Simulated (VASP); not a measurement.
The system is ZnSe.

```
Zn Se
1.0
     0.00000    2.83244    2.83244
     2.83244    0.00000    2.83244
     2.83244    2.83244    0.00000
Zn Se
1 1
Direct
  0.00000 0.00000 0.00000
  0.75000 0.75000 0.75000
```

- Program: VASP 6.6.1
- Task: relaxation of cell and atoms
- Functional: PBE
- Potentials or basis: VASP PAW PBE potentials, release 64 (Zn, Se)
- Cutoff: 500 eV
- k mesh: 4 × 4 × 4
- Occupations: gaussian, width 0.1 eV
- Spin: no spin polarisation

At the start: pressure 2.8 GPa; volume 22.72 Å³/atom.

Where does the relaxation end?

Over 3 steps the energy falls by 8.5 meV/atom and the volume is 23.75 Å³/atom (+4.5 %); space group F-43m (No. 216, to 0.05 Å).

Step by step:
```csv
step,energy change (eV),largest force (eV/Å),pressure (GPa),volume (Å³)
1,0.0000,0.0000,2.79,45.45
2,-0.0158,0.0000,-0.68,48.10
3,-0.0171,0.0000,0.01,47.50
```

Final structure:
```
Zn Se
1.0
     0.00000    2.87437    2.87437
     2.87437    0.00000    2.87437
     2.87437    2.87437    0.00000
Zn Se
1 1
Cartesian
  0.0000 0.0000 0.0000
  4.3115 4.3115 4.3115
```

Caveat: the k points lie up to 0.47 Å⁻¹ apart in the final cell.
